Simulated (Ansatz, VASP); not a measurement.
Two plane-wave programs on Cu

INCAR

```
ALGO = Fast
EDIFF = 1E-7
ENCUT = 520
GGA = PS
ISIF = 2
ISMEAR = 0
LASPH = True
LCHARG = True
LELF = True
LREAL = False
LVHAR = True
LWAVE = False
NBANDS = 18
NELM = 100
PREC = Accurate
SIGMA = 0.1
```

KPOINTS

```
k-points
0
Gamma
  24 24 12
```

Contents of POSCAR:

```
Cu
1.0
    2.5710028457      0.0000000000      0.0000000000
   -1.2855014229      2.2265537776      0.0000000000
    0.0000000000      0.0000000000      4.1988537329
Cu
2
Direct
    0.3333333333      0.6666666667      0.2500000000
    0.6666666667      0.3333333333      0.7500000000
```

Input for Ansatz:

```yaml
crystal:
  lattice:
    - [2.5710028457, 0.0, 0.0]
    - [-1.2855014229, 2.2265537776, 0.0]
    - [0.0, 0.0, 4.1988537329]
  atoms:
    - { symbol: Cu, position: [0.3333333333, 0.6666666667, 0.25] }
    - { symbol: Cu, position: [0.6666666667, 0.3333333333, 0.75] }
basis:
  ecutwfc: 420
kpoints:
  mp_grid: { grid: [24, 24, 12] }
hamiltonian:
  xc: pbesol
scf:
  occupations: { method: gaussian, width: 0.1 }
output:
  forces: true
  stress: true
  eigenvalues: true
```

Change from the starting cell: equal strain along all axes, cell held, atoms relaxed: +2.0 %.

Alike in both runs: task single point; functional PBEsol; k mesh 24 × 24 × 12; occupations gaussian, width 0.1 eV; no spin polarisation.

```csv
,VASP,Ansatz
version,VASP 6.6.1,Ansatz 0.2.0
potentials or method,"VASP PAW PBE potentials, release 64 (Cu), cutoff 520 eV","scalar-relativistic, plane waves, PAW"
valence electrons in the cell,22,38
```

VASP gave:

- gap on the k mesh at the Fermi level (eV): none
- pressure (GPa): -7.8
- traceless stress, the component that is largest in VASP (GPa): 0.42

Question: What did Ansatz give for the same quantities?

Answer: gap on the k mesh at the Fermi level (eV): none; pressure (GPa): -8.6; traceless stress, the component that is largest in VASP (GPa): 0.42.

VASP's potentials were made for PBE, not for PBEsol. A gap of «none» marks a metal or a gap that the smearing closes. With one functional, cell and mesh, what is left measures potentials, basis and numerics. VASP's potentials hold 22 valence electrons a cell and Ansatz's 38, so a difference there can come from the potentials and not from the codes.
